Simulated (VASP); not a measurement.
# Pd (Fm-3m) in VASP: further runs, part 2 of 2

VASP 6.6.1. Earlier steps stand in the parts before.

## (3) Single point, PBE

This run uses another cell than the first one, of 15.31 Å³/atom.

INCAR reads:

```
SYSTEM = Pd
PREC = Accurate
ENCUT = 500
EDIFF = 1E-6
ISMEAR = 0
SIGMA = 0.1
LREAL = .False.
LASPH = .True.
NELM = 120
ALGO = Normal
ISIF = 2
LWAVE = .False.
LCHARG = .False.
GGA = PE
NBANDS = 11
GGA_COMPAT = .False.
```

KPOINTS reads:

```
regular mesh
0
Gamma
  18 18 18
  0 0 0
```

POSCAR reads:

```
Pd
1.0
    0.0000000000      1.9710069632      1.9710069632
    1.9710069632      0.0000000000      1.9710069632
    1.9710069632      1.9710069632      0.0000000000
Pd
1
Direct
    0.0000000000      0.0000000000      0.0000000000
```

Potentials or basis: VASP PAW PBE potentials, release 64 (Pd).

Started as:

```bash
$ cat potpaw_PBE.64/Pd/POTCAR > POTCAR
$ mpirun -np 1 vasp_std > vasp.out
```

OUTCAR:

```text
SYSTEM = Pd
   PREC = Accurate
   ENCUT = 500
   EDIFF = 1E-6
   ISMEAR = 0
   LREAL = .False.
   LASPH = .True.
   NELM = 120
   ISIF = 2
   GGA = PE

 ion  position               nearest neighbor table
   1  0.000  0.000  0.000-

  LATTYP: Found a face centered cubic cell.
 ALAT       =     3.9420139264

  Lattice vectors:

 A1 = (   0.0000000000,   1.9710069632,   1.9710069632)
 A2 = (   1.9710069632,   0.0000000000,   1.9710069632)
 A3 = (   1.9710069632,   1.9710069632,   0.0000000000)

Analysis of symmetry for initial positions (statically):
=====================================================================
 Subroutine PRICEL returns:
 Original cell was already a primitive cell.

 Routine SETGRP: Setting up the symmetry group for a
 face centered cubic supercell.

 Subroutine GETGRP returns: Found 48 space group operations
 (whereof 48 operations were pure point group operations)
 out of a pool of 48 trial point group operations.

The static configuration has the point symmetry O_h .

Analysis of symmetry for dynamics (positions and initial velocities):
[... 169 lines left out ...]
      2       6.4881      2.00000
      3       6.4881      2.00000
      4       6.4881      2.00000
      5       8.0026      2.00000
      6       8.0026      2.00000
      7      26.3296      0.00000
      8      30.8939      0.00000
      9      30.8939      0.00000
     10      30.8939      0.00000
     11      35.4821      0.00000
[... 309 lines left out ...]
 k-point    24 :      -0.2222    0.0556    0.0000
  band No.  band energies     occupation
      1       3.9811      2.00000
      2       6.2831      2.00000
      3       6.7965      2.00000
      4       6.8277      2.00000
      5       7.8944      2.00000
      6       8.3882      2.00000
      7      23.7781      0.00000
      8      27.2672      0.00000
      9      30.9206      0.00000
     10      33.3884      0.00000
     11      33.6978      0.00000

 [... further k-points ...]

------------------------ aborting loop because EDIFF is reached ----------------------------------------

  FORCE on cell =-STRESS in cart. coord.  units (eV):
  Direction    XX          YY          ZZ          XY          YZ          ZX
  --------------------------------------------------------------------------------------
  -------------------------------------------------------------------------------------
  Total       -0.0210177     -0.0210177     -0.0210177      0.0000000      0.0000000     -0.0000000
  in kB       -2.1988756     -2.1988756     -2.1988756      0.0000000      0.0000000     -0.0000000
  external PRESSURE =      -2.1988756 kB  Pullay stress =       0.0000000 kB

 VOLUME and BASIS-vectors are now :
 -----------------------------------------------------------------------------
  energy-cutoff  :      500.00
  volume of cell :       15.31
      direct lattice vectors                 reciprocal lattice vectors
     0.000000000  1.971006963  1.971006963    -0.253677440  0.253677440  0.253677440
     1.971006963  0.000000000  1.971006963     0.253677440 -0.253677440  0.253677440
     1.971006963  1.971006963  0.000000000     0.253677440  0.253677440 -0.253677440

 POSITION                                       TOTAL-FORCE (eV/Angst)
 -----------------------------------------------------------------------------------
      0.00000      0.00000      0.00000         0.000000      0.000000      0.000000
 -----------------------------------------------------------------------------------
    total drift:                                0.000000      0.000000      0.000000

  FREE ENERGIE OF THE ION-ELECTRON SYSTEM (eV)
  ---------------------------------------------------
  free  energy   TOTEN  =        -5.2259168098 eV

  energy  without entropy=       -5.2136886792  energy(sigma->0) =       -5.21980274
```

It took 54 s on 1 thread of Intel Xeon 8259CL, shared host; peak memory 0.14 GiB.

Results:

```
Free energy            : -5.2259 eV
Pressure               : -0.2 GPa
Band gap on the k mesh : zero (bands 5 and 6 overlap by 1.48 eV)
```

## (4) Relaxation of cell and atoms, PBE

INCAR reads:

```
PREC = Accurate
ENCUT = 500
EDIFF = 1E-7
ISMEAR = 0
SIGMA = 0.1
LREAL = F
LASPH = T
NELM = 120
ALGO = Normal
ISIF = 3
LWAVE = F
LCHARG = F
GGA = PE
IBRION = 2
NSW = 100
EDIFFG = -0.002
GGA_COMPAT = F
NELMIN = 4
```

KPOINTS reads:

```
regular mesh
0
Gamma
  18 18 18
```

POSCAR reads:

```
Pd
1.0
    0.0000000000      1.9741749792      1.9741749792
    1.9741749792      0.0000000000      1.9741749792
    1.9741749792      1.9741749792      0.0000000000
Pd
1
Direct
    0.0000000000      0.0000000000      0.0000000000
```

Started as:

```bash
$ cat potpaw_PBE.64/Pd/POTCAR > POTCAR
$ mpirun -np 1 vasp_std > vasp.out
```

Wall time 63 s (1 thread of Intel Xeon 8259CL, shared host); peak memory 0.15 GiB.

The run converged. Its results:

```yaml
Free_energy: -5.2260 eV
Relaxed_volume: 15.29 Å³/atom
Relaxed_cell: a = 2.786 Å, b = 2.786 Å, c = 2.786 Å, α = 60.00°, β = 60.00°, γ = 60.00°
Space_group_after_relaxing_to_0.1_Å: Fm-3m (No. 225)
Energy_gained_by_relaxing: 0.3 meV/atom
Ionic_steps: 3
Pressure_after_relaxing: 0.0 GPa
Band_gap_on_the_k_mesh: zero (bands 5 and 6 overlap by 1.49 eV)
```

Step by step:
```csv
step,energy change (eV),largest force (eV/Å),pressure (GPa),volume (Å³)
1,0.0000,0.0000,-1.02,15.39
2,0.0002,0.0000,1.37,15.17
3,-0.0003,0.0000,0.01,15.29
```

Final structure:
```cif
data_structure
_symmetry_space_group_name_H-M 'P 1'
_symmetry_Int_Tables_number 1
_cell_length_a 2.7861
_cell_length_b 2.7861
_cell_length_c 2.7861
_cell_angle_alpha 60.000
_cell_angle_beta 60.000
_cell_angle_gamma 60.000
_cell_volume 15.29
loop_
_atom_site_label
_atom_site_type_symbol
_atom_site_fract_x
_atom_site_fract_y
_atom_site_fract_z
_atom_site_occupancy
Pd1 Pd 0.00000 0.00000 0.00000 1
```

Levels at points of the mesh, in eV from the Fermi level:
```csv
k point,band 2,band 3,band 4,band 5,band 6,band 7,band 8,band 9
"(0.00, 0.00, 0.00)",-2.67,-2.67,-2.67,-1.16,-1.16,17.17,21.75,21.75
"(0.50, 0.00, 0.00)",-2.72,-2.72,-0.02,-0.02,1.10,7.04,16.52,20.76
"(0.50, 0.50, 0.00)",-4.82,-0.05,0.27,0.27,3.36,10.41,13.02,13.02
```

## (5) Summary

```tsv
task	cell	k mesh	gap on the mesh (eV)	pressure (GPa)
single point	a = 2.792 Å, angles 60.0°, 1 atom	8 × 8 × 8	none	-0.2
single point	a = 2.787 Å, angles 60.0°, 1 atom	18 × 18 × 18	none	-0.2
relaxation of cell and atoms	relaxed from a = 2.792 Å, angles 60.0°, 1 atom	18 × 18 × 18	none	0.0
```

Alike in all rows: level PBE; potentials or basis VASP PAW PBE potentials, release 64 (Pd); no spin polarisation; cutoff (eV) 500; smearing gaussian 0.1 eV.

Total energies depend on the potentials used, so only differences within one code and one set of settings carry meaning.
